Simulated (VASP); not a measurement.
Here is a VASP 6.6.1 calculation.

INCAR

```
SYSTEM = K
PREC = Accurate
ENCUT = 520
EDIFF = 1E-7
ISMEAR = 0
SIGMA = 0.15
LREAL = .FALSE.
LASPH = .TRUE.
NELM = 80
ALGO = Fast
ISIF = 2
LWAVE = .FALSE.
LCHARG = .FALSE.
GGA = PE
NBANDS = 10
```

KPOINTS

```
regular mesh
0
G
  14 14 14
  0 0 0
```

POSCAR

```
K
1.0
   -2.6965400000      2.6965400000      2.6572700000
    2.6965400000     -2.6965400000      2.6572700000
    2.6965400000      2.6965400000     -2.6572700000
K
1
Direct
    0.0000000000      0.0000000000      0.0000000000
```

Potentials or basis: VASP PAW PBE potentials, release 64 (K_sv).

The run is started by

```console
$ cat potpaw_PBE.64/K_sv/POTCAR > POTCAR
$ mpirun -np 1 vasp_std > vasp.out
```

Q: Estimate the pressure.

A: -0.2 GPa.

Caveat: the cell differs from its parent crystal (strain +0.030 along x and y, +0.015 along z).
